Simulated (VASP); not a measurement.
Ir, 1 atom in the cell. It takes space group I4/mmm (No. 139, tetragonal). Conventional cell: a = 2.905 Å, b = 2.905 Å, c = 3.017 Å, α = 90.00°, β = 90.00°, γ = 90.00°. Ir (site symmetry 4/mmm) has 14 Ir at 2.55 to 3.02 Å within 3.4 Å. 

* Program: VASP 6.6.1
* Task: single point
* Functional: LDA
* Potentials or basis: VASP PAW LDA potentials, release 64 (Ir_sv_GW)
* Cutoff: 560 eV
* k mesh: 22 × 22 × 22
* Occupations: gaussian, width 0.15 eV
* Spin: no spin polarisation
* Dipole correction: no
* Further INCAR settings: ALGO = Normal; EDIFF = 1e-06; NBANDS = 14

Potentials or basis: VASP PAW LDA potentials, release 64 (Ir_sv_GW).

The run is started by

```bash
$ cat potpaw_LDA.64/Ir_sv_GW/POTCAR > POTCAR
$ mpirun -np 1 vasp_std > vasp.out
```

Hardware: 1 thread of Intel(R) Xeon(R) Platinum 8375C CPU @ 2.90GHz (Ice Lake), with other jobs on the host.

How long does it take, and how much memory?

It took 2.1 min on 1 thread of Intel(R) Xeon(R) Platinum 8375C CPU @ 2.90GHz (Ice Lake), with other jobs on the host, peak memory 0.28 GiB. Counts: scf iterations 12, k points 834.
